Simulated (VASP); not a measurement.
# Sc2GaBiO2 (P-3m1) in VASP: notebook

Sc2GaBiO2 is run at these levels: PBE; tasks: single point, relaxation of cell and atoms.

Program: VASP 6.6.1. These are calculated values, not measurements. Logs are shortened: lines on timing, memory, paths and dates and some standing lists are left out, and cuts for length are marked.

### Step 1. The cell of the first run

Symmetry: P-3m1, No. 164, trigonal system. The conventional cell has a = 3.437 Å, b = 3.437 Å, c = 11.525 Å, α = 90.00°, β = 90.00°, γ = 120.00°. Within 2.7 Å of Sc (site symmetry 3m) lie 3 O at 2.04 Å. Ga (site symmetry -3m) has 6 O at 3.38 Å and 6 Ga at 3.44 Å and 6 Sc at 3.75 Å within 4.4 Å. Within 4.3 Å of Bi (site symmetry -3m) lie 6 Sc at 3.26 Å and 6 Bi at 3.44 Å and 6 O at 3.62 Å. O (site symmetry 3m) has 3 Sc at 2.04 Å within 2.7 Å.

The cell was generated, and may not be a known phase.

### Step 2. Single point, PBE

INCAR

```
SYSTEM = Sc2GaBiO2
ALGO     = Normal         ! electronic algorithm
EDIFF    = 1E-7           ! SCF threshold, eV
ENCUT    = 520            ! plane-wave cutoff, eV
GGA      = PE             ! functional
ISIF     = 2              ! what is computed and relaxed
ISMEAR   = 0              ! smearing method
LASPH    = .True.         ! aspherical terms in the spheres
LCHARG   = .False.        ! write CHGCAR
LREAL    = .False.        ! projectors in reciprocal space
LWAVE    = .False.        ! write WAVECAR
NBANDS   = 40             ! bands
NELM     = 80             ! most SCF steps
PREC     = Accurate       ! precision mode
SIGMA    = 0.15           ! smearing width, eV
```

KPOINTS

```
k-points
0
Gamma
  4 4 2
  0 0 0
```

POSCAR

```
Sc2GaBiO2
1.0
    3.4374008064      0.0000000000      0.0000000000
   -1.7187004032      2.9768764213      0.0000000000
    0.0000000000      0.0000000000     11.5245844544
Sc Ga Bi O
2 1 1 2
Direct
    0.6666666667      0.3333333333      0.2240212896
    0.3333333333      0.6666666667      0.7759787104
    0.0000000000      0.0000000000      0.5000000000
    0.0000000000      0.0000000000      0.0000000000
    0.6666666667      0.3333333333      0.7368993495
    0.3333333333      0.6666666667      0.2631006505
```

Potentials or basis: VASP PAW PBE potentials, release 64 (Sc_sv, Ga_d, Bi_d, O).

Launch:

```sh
$ cat potpaw_PBE.64/Sc_sv/POTCAR potpaw_PBE.64/Ga_d/POTCAR potpaw_PBE.64/Bi_d/POTCAR potpaw_PBE.64/O/POTCAR > POTCAR
$ mpirun -np 1 vasp_std > vasp.out
```

OUTCAR:

```text
SYSTEM = Sc2GaBiO2
   EDIFF = 1E-7
   ENCUT = 520
   GGA = PE
   ISIF = 2
   ISMEAR = 0
   LASPH = .True.
   LREAL = .False.
   NELM = 80
   PREC = Accurate

 ion  position               nearest neighbor table
   1  0.667  0.333  0.224-   6 2.04   6 2.04   6 2.04   4 3.26   4 3.26   4 3.26
   2  0.333  0.667  0.776-   5 2.04   5 2.04   5 2.04   4 3.26   4 3.26   4 3.26
   3  0.000  0.000  0.500-
   4  0.000  0.000  0.000-   1 3.26   2 3.26   2 3.26   1 3.26   1 3.26   2 3.26
   5  0.667  0.333  0.737-   2 2.04   2 2.04   2 2.04
   6  0.333  0.667  0.263-   1 2.04   1 2.04   1 2.04

  LATTYP: Found a hexagonal cell.
 ALAT       =     3.4374008064
 C/A-ratio  =     3.3527031334

  Lattice vectors:

 A1 = (   3.4374008064,   0.0000000000,   0.0000000000)
 A2 = (  -1.7187004032,   2.9768764213,   0.0000000000)
 A3 = (   0.0000000000,   0.0000000000,  11.5245844544)

Analysis of symmetry for initial positions (statically):
=====================================================================
 Subroutine PRICEL returns:
 Original cell was already a primitive cell.

 Routine SETGRP: Setting up the symmetry group for a
 hexagonal supercell.

 Subroutine GETGRP returns: Found 12 space group operations
 (whereof 12 operations were pure point group operations)
 out of a pool of 24 trial point group operations.

The static configuration has the point symmetry D_3d.

Analysis of symmetry for dynamics (positions and initial velocities):
=====================================================================
 Subroutine PRICEL returns:
 Original cell was already a primitive cell.

 Routine SETGRP: Setting up the symmetry group for a
 hexagonal supercell.

 Subroutine GETGRP returns: Found 12 space group operations
 (whereof 12 operations were pure point group operations)
 out of a pool of 24 trial point group operations.

The dynamic configuration has the point symmetry D_3d.

 Subroutine INISYM returns: Found 12 space group operations
 (whereof 12 operations are pure point group operations),
 and found     1 'primitive' translations

----------------------------------------------------------------------------------------

                                     Primitive cell

  volume of cell :     117.9278

  direct lattice vectors                    reciprocal lattice vectors
     3.437400806  0.000000000  0.000000000     0.290917486  0.167961289  0.000000000
    -1.718700403  2.976876421  0.000000000     0.000000000  0.335922577  0.000000000
     0.000000000  0.000000000 11.524584454     0.000000000  0.000000000  0.086771024

  length of vectors
     3.437400806  3.437400806 11.524584454     0.335922577  0.335922577  0.086771024

  position of ions in fractional coordinates (direct lattice)
     0.666666667  0.333333333  0.224021290
     0.333333333  0.666666667  0.775978710
     0.000000000  0.000000000  0.500000000
     0.000000000  0.000000000  0.000000000
     0.666666667  0.333333333  0.736899349
     0.333333333  0.666666667  0.263100651

  ion indices of the primitive-cell ions
   primitive index   ion index
                 1           1
                 2           2
                 3           3
                 4           4
                 5           5
                 6           6

----------------------------------------------------------------------------------------

 KPOINTS: k-points

Automatic generation of k-mesh.
 Grid dimensions read from file:
 generate k-points for:    4    4    2

 Generating k-lattice:

  Cartesian coordinates                     Fractional coordinates (reciprocal lattice)
     0.072729371  0.041990322  0.000000000     0.250000000 -0.000000000  0.000000000
     0.000000000  0.083980644  0.000000000     0.000000000  0.250000000  0.000000000
     0.000000000  0.000000000  0.043385512     0.000000000  0.000000000  0.500000000

  Length of vectors
     0.083980644  0.083980644  0.043385512

  Shift w.r.t. Gamma in fractional coordinates (k-lattice)
     0.000000000  0.000000000  0.000000000

 Subroutine IBZKPT returns following result:
 ===========================================

 Found      8 irreducible k-points:

 Following reciprocal coordinates:
            Coordinates               Weight
  0.000000  0.000000  0.000000      1.000000
  0.250000  0.000000  0.000000      6.000000
  0.500000  0.000000  0.000000      3.000000
  0.250000  0.250000  0.000000      6.000000
  0.000000  0.000000  0.500000      1.000000
  0.250000  0.000000  0.500000      6.000000
  0.500000  0.000000  0.500000      3.000000
  0.250000  0.250000  0.500000      6.000000
   k-points           NKPTS =      8   k-points in BZ     NKDIM =      8   number of bands    NBANDS=     40
   number of dos      NEDOS =    301   number of ions     NIONS =      6
   total plane-waves  NPLWV =  70560
   dimension x,y,z NGX =    28 NGY =   28 NGZ =   90
   dimension x,y,z NGXF=    56 NGYF=   56 NGZF=  180
   ions per type =               2   1   1   2
   NGX,Y,Z   is equivalent  to a cutoff of  13.54, 13.54, 12.98 a.u.
   NGXF,Y,Z  is equivalent  to a cutoff of  27.08, 27.08, 25.97 a.u.
 SYSTEM =  Sc2GaBiO2
   PREC   = accura    normal or accurate (medium, high low for compatibility)
   ISTART =      0    job   : 0-new  1-cont  2-samecut
   ICHARG =      2    charge: 1-file 2-atom 10-const
   ISPIN  =      1    spin polarized calculation?
   LNONCOLLINEAR =      F non collinear calculations
   LSORBIT =      F    spin-orbit coupling
   LASPH  =      T    aspherical Exc in radial PAW
   ENCUT  =  520.0 eV  38.22 Ry    6.18 a.u.   6.39  6.39 21.43*2*pi/ulx,y,z
   NELM   =     80;   NELMIN=  2; NELMDL= -5     # of ELM steps
   EDIFF  = 0.1E-06   stopping-criterion for ELM
   LREAL  =      F    real-space projection
   EDIFFG = 0.1E-05   stopping-criterion for IOM
   NSW    =      0    number of steps for IOM
   IBRION =     -1    ionic relax: 0-MD 1-quasi-New 2-CG
   NFREE  =      0    steps in history (QN), initial steepest desc. (CG)
   ISIF   =      2    stress and relaxation
   ISYM   =      2    0-nonsym 1-usesym 2-fastsym
   POTIM  = 0.5000    time-step for ionic-motion
   TEBEG  =    0.0;   TEEND  =   0.0 temperature during run
   PSTRESS=    0.0 pullay stress
   NELECT =      62.0000    total number of electrons
   NUPDOWN=      -1.0000    fix difference up-down
   EMIN   =  10.00;   EMAX   =-10.00  energy-range for DOS
   EFERMI =   0.00;   METHOD = LEGACY
   ISMEAR =     0;   SIGMA  =   0.15  broadening in eV -4-tet -1-fermi 0-gaus
   EFERMI_NEDOS =   21; number of points for ismear=-14 and -15
   IALGO  =     38    algorithm
   IMIX   =      4    mixing-type and parameters
     AMIX     =   0.40;   BMIX     =  1.00
     AMIX_MAG =   1.60;   BMIX_MAG =  1.00
  volume/ion in A,a.u.               =      19.65       132.64
  Fermi-wavevector in a.u.,A,eV,Ry     =   1.321296  2.496887 23.753350  1.745822
  Thomas-Fermi vector in A             =   2.451060
   LORBIT       =      0    0 simple, 1 ext, 2 COOP (PROOUT), +10 PAW based schemes
   GGA     = PE    functional components
   LHFCALC =     F    Hartree Fock is set to
   AEXX    =    0.0000 exact exchange contribution
   IVDW    =     0    specifies the selected vdW correction
   LEPSILON=     F    determine dielectric tensor
   LRPA    =     F    only Hartree local field effects (RPA)
 non-spin polarized calculation
 Gauss-broadening in eV      SIGMA  =   0.15
  energy-cutoff  :      520.00
  volume of cell :      117.93
 maximum number of plane-waves:      3204
 NGX is ok and might be reduce to    28
   NGX = 13   NGY = 13   NGZ = 43

 number of electron      62.0000011 magnetization

 Free energy of the ion-electron system (eV)
  ---------------------------------------------------
  ext. energy  EPLUGINS =         0.00000000
  ---------------------------------------------------
  free energy    TOTEN  =       -40.21003086 eV

  energy without entropy =      -40.18321918  energy(sigma->0) =      -40.19662502

 E-fermi :   5.6194     XC(G=0): -10.0294

 val. band max:        5.4590796710   @ k =   0.0000   0.0000   0.0000
 cond. band min:       5.6878006356   @ k =   0.2500   0.0000   0.0000
 fundamental gap:      0.2287209646
 Fermi energy:         5.6194489846

 k-point     1 :       0.0000    0.0000    0.0000
  band No.  band energies     occupation
      1     -45.1996      2.00000
      2     -45.1995      2.00000
      3     -23.8943      2.00000
      4     -23.8920      2.00000
      5     -23.7376      2.00000
      6     -23.7376      2.00000
[... 32 lines left out ...]
     39       9.1146      0.00000
     40       9.7360      0.00000

 k-point     2 :       0.2500    0.0000    0.0000
  band No.  band energies     occupation
      1     -45.1845      2.00000
      2     -45.1845      2.00000
      3     -23.9575      2.00000
      4     -23.9574      2.00000
      5     -23.8595      2.00000
      6     -23.8583      2.00000
[... 32 lines left out ...]
     39       8.3130      0.00000
     40       8.5547      0.00000

 k-point     3 :       0.5000    0.0000    0.0000
  band No.  band energies     occupation
      1     -45.1693      2.00000
      2     -45.1693      2.00000
      3     -24.1448      2.00000
      4     -24.1440      2.00000
      5     -23.8467      2.00000
      6     -23.8454      2.00000
[... 32 lines left out ...]
     39       7.9073      0.00000
     40       8.3819      0.00000

 k-point     4 :       0.2500    0.2500    0.0000
  band No.  band energies     occupation
      1     -45.1693      2.00000
      2     -45.1693      2.00000
      3     -24.0935      2.00000
      4     -24.0931      2.00000
      5     -23.8610      2.00000
      6     -23.8605      2.00000
[... 32 lines left out ...]
     39       7.4560      0.00000
     40       7.9097      0.00000

 k-point     5 :       0.0000    0.0000    0.5000
  band No.  band energies     occupation
      1     -45.1996      2.00000
      2     -45.1995      2.00000
      3     -23.8942      2.00000
      4     -23.8920      2.00000
      5     -23.7376      2.00000
      6     -23.7376      2.00000
[... 32 lines left out ...]
     39       9.1142      0.00000
     40       9.3787      0.00000

 k-point     6 :       0.2500    0.0000    0.5000
  band No.  band energies     occupation
      1     -45.1845      2.00000
      2     -45.1845      2.00000
      3     -23.9575      2.00000
      4     -23.9573      2.00000
      5     -23.8594      2.00000
      6     -23.8583      2.00000
[... 32 lines left out ...]
     39       8.3605      0.00000
     40       8.5682      0.00000

 k-point     7 :       0.5000    0.0000    0.5000
  band No.  band energies     occupation
      1     -45.1693      2.00000
      2     -45.1693      2.00000
      3     -24.1448      2.00000
      4     -24.1440      2.00000
      5     -23.8467      2.00000
      6     -23.8454      2.00000
[... 32 lines left out ...]
     39       7.8538      0.00000
     40       7.9405      0.00000

 k-point     8 :       0.2500    0.2500    0.5000
  band No.  band energies     occupation
      1     -45.1693      2.00000
      2     -45.1693      2.00000
      3     -24.0935      2.00000
      4     -24.0931      2.00000
      5     -23.8610      2.00000
      6     -23.8605      2.00000
[... 32 lines left out ...]
     39       7.8454      0.00000
     40       8.1317      0.00000

------------------------ aborting loop because EDIFF is reached ----------------------------------------

  FORCE on cell =-STRESS in cart. coord.  units (eV):
  Direction    XX          YY          ZZ          XY          YZ          ZX
  --------------------------------------------------------------------------------------
  -------------------------------------------------------------------------------------
  Total        0.2972943      0.2972943      0.0745908      0.0000000     -0.0000000      0.0000000
  in kB        4.0390652      4.0390652      1.0133966      0.0000000     -0.0000000      0.0000000
  external PRESSURE =       3.0305090 kB  Pullay stress =       0.0000000 kB

 VOLUME and BASIS-vectors are now :
 -----------------------------------------------------------------------------
  energy-cutoff  :      520.00
  volume of cell :      117.93
      direct lattice vectors                 reciprocal lattice vectors
     3.437400806  0.000000000  0.000000000     0.290917486  0.167961289  0.000000000
    -1.718700403  2.976876421  0.000000000     0.000000000  0.335922577  0.000000000
     0.000000000  0.000000000 11.524584454     0.000000000  0.000000000  0.086771024

 POSITION                                       TOTAL-FORCE (eV/Angst)
 -----------------------------------------------------------------------------------
      1.71870      0.99229      2.58175        -0.000000     -0.000000     -0.066740
     -0.00000      1.98458      8.94283         0.000000      0.000000      0.066740
      0.00000      0.00000      5.76229         0.000000      0.000000      0.000000
      0.00000      0.00000      0.00000        -0.000000      0.000000      0.000000
      1.71870      0.99229      8.49246        -0.000000      0.000000     -0.074463
     -0.00000      1.98458      3.03213         0.000000     -0.000000      0.074463
 -----------------------------------------------------------------------------------
    total drift:                               -0.000000      0.000000      0.000000

  FREE ENERGIE OF THE ION-ELECTRON SYSTEM (eV)
  ---------------------------------------------------
  free  energy   TOTEN  =       -40.2100308584 eV

  energy  without entropy=      -40.1832191757  energy(sigma->0) =      -40.19662502
```

It took 77 s on 1 thread of Intel Xeon Platinum 8488C (Sapphire Rapids), shared host; peak memory 0.26 GiB.

What came out:

| Property | Result |
| --- | --- |
| Free energy | -40.2100 eV |
| Pressure | 0.3 GPa |
| Largest force | 0.074 eV/Å |
| Band gap on the k mesh | zero (bands 31 and 32 overlap by 1.63 eV) |

Forces in eV/Å, atoms in the order of the input:
```
Sc   0.000  0.000 -0.067
Sc   0.000  0.000  0.067
Ga   0.000  0.000  0.000
Bi   0.000  0.000  0.000
O    0.000  0.000 -0.074
O    0.000  0.000  0.074
```

Stress tensor (GPa, compression positive):
```
0.40 0.00 0.00
0.00 0.40 0.00
0.00 0.00 0.10
```

Caveat: the k points lie up to 0.53 Å⁻¹ apart, too coarse for converged energies and pressures of a metal; spin-orbit coupling is left out, which moves the levels of the heavy elements.

### Step 3. Relaxation of cell and atoms, PBE

This run uses another cell than the first one, of 17.36 Å³/atom.

INCAR

```
SYSTEM = Sc2GaBiO2
PREC = Accurate
ENCUT = 600
EDIFF = 1E-6
ISMEAR = 0
SIGMA = 0.15
LREAL = .False.
LASPH = .True.
NELM = 60
ALGO = Normal
ISIF = 3
LWAVE = .False.
LCHARG = .False.
GGA = PE
IBRION = 2
NSW = 36
EDIFFG = -0.08
```

KPOINTS

```
Automatic mesh
0
Gamma
  4 4 2
  0 0 0
```

POSCAR

```
Sc2GaBiO2
1.0
    3.8309938600      0.0000000000      0.0000000000
   -1.9154969300      3.3177380100      0.0000000000
    0.0000000000      0.0000000000      8.1972528900
Sc Ga Bi O
2 1 1 2
Direct
    0.6666666700      0.3333333300      0.2435020100
    0.3333333300      0.6666666700      0.7564979900
    0.0000000000      0.0000000000      0.5000000000
    0.0000000000      0.0000000000      0.0000000000
    0.6666666700      0.3333333300      0.7625210300
    0.3333333300      0.6666666700      0.2374789700
```

Potentials or basis: VASP PAW PBE potentials, release 64 (Sc_sv, Ga_d, Bi_d, O).

Launch:

```sh
$ cat potpaw_PBE.64/Sc_sv/POTCAR potpaw_PBE.64/Ga_d/POTCAR potpaw_PBE.64/Bi_d/POTCAR potpaw_PBE.64/O/POTCAR > POTCAR
$ mpirun -np 1 vasp_std > vasp.out
```

Run time: 5.4 min. Hardware: 1 thread of Intel Xeon Platinum 8488C (Sapphire Rapids), shared host; peak memory 0.28 GiB.

The run converged. Its results:

```yaml
Free_energy: -40.0786 eV
Relaxed_volume: 18.72 Å³/atom
Relaxed_cell: a = 3.457 Å, b = 3.457 Å, c = 10.854 Å, α = 90.00°, β = 90.00°, γ = 120.00°
Space_group_after_relaxing_to_0.1_Å: P-3m1 (No. 164)
Energy_gained_by_relaxing: 637.9 meV/atom
Ionic_steps: 11
Pressure_after_relaxing: 0.1 GPa
Largest_force_after_relaxing: 0.073 eV/Å
Band_gap_on_the_k_mesh: zero (bands 31 and 32 overlap by 1.94 eV)
```

Forces in eV/Å, atoms in the order of the input:
```
Sc   0.000  0.000 -0.073
Sc   0.000  0.000  0.073
Ga   0.000  0.000  0.000
Bi   0.000  0.000  0.000
O    0.000  0.000  0.041
O    0.000  0.000 -0.041
```

Stress tensor (GPa, compression positive):
```
0.02 0.00 0.00
0.00 0.02 0.00
0.00 0.00 0.19
```

Step by step:
```
step  energy change (eV)  largest force (eV/Å)  pressure (GPa)  volume (Å³)
   1              0.0000                1.6337            1.84       104.19
   2             -1.9380                1.2464            0.75       106.52
   3             -2.2518                1.2485           16.12       106.17
   4             -3.5501                0.7339            4.50       107.63
   5             -3.5557                0.7409            5.47       107.58
   6             -3.6023                0.4276           -5.76       121.82
   7             -3.7151                0.5969           -1.27       115.12
   8             -3.7816                0.4041           -1.08       114.46
   9             -3.8220                0.1010           -1.01       113.49
  10             -3.8119                0.1648            2.10       110.38
  11             -3.8272                0.0734            0.08       112.33
```

Final structure:
```yaml
crystal:
  lattice:
    - [3.45690, 0.00000, 0.00000]
    - [-1.72845, 2.99377, 0.00000]
    - [0.00000, 0.00000, 10.85431]
  atoms:
    - { symbol: Sc, position: [0.66667, 0.33333, 0.23619] }
    - { symbol: Sc, position: [0.33333, 0.66667, 0.76381] }
    - { symbol: Ga, position: [0.00000, 0.00000, 0.50000] }
    - { symbol: Bi, position: [0.00000, 0.00000, 0.00000] }
    - { symbol: O, position: [0.66667, 0.33333, 0.72458] }
    - { symbol: O, position: [0.33333, 0.66667, 0.27542] }
```

Levels at points of the mesh, in eV from the Fermi level:
| k point | band 26 | band 27 | band 28 | band 29 | band 30 | band 31 | band 32 | band 33 | band 34 | band 35 |
| --- | --- | --- | --- | --- | --- | --- | --- | --- | --- | --- |
| (0.00, 0.00, 0.00) | -6.11 | -5.95 | -4.27 | -3.97 | 0.11 | 1.37 | 1.37 | 1.42 | 1.42 | 1.75 |
| (0.50, 0.00, 0.00) | -5.19 | -5.02 | -4.57 | -4.08 | -2.36 | -1.31 | 0.32 | 0.46 | 0.70 | 0.95 |
| (0.00, 0.00, 0.50) | -6.11 | -5.50 | -5.32 | -3.04 | -0.68 | 1.38 | 1.38 | 1.41 | 1.41 | 1.73 |
| (0.50, 0.00, 0.50) | -5.20 | -5.19 | -4.63 | -3.97 | -2.17 | -1.66 | 0.34 | 0.60 | 0.86 | 1.31 |

Caveat: the k points lie up to 0.52 Å⁻¹ apart in the final cell, too coarse for converged energies and pressures of a metal; a cell axis changed by over 15 % at a fixed basis, so the end point is rough; spin-orbit coupling is left out, which moves the levels of the heavy elements; the relaxation stopped at a loose force limit of 0.08 eV/Å, so its end isn't a converged minimum.

The gap in the log of VASP goes by the Fermi energy; the results here count the filled bands.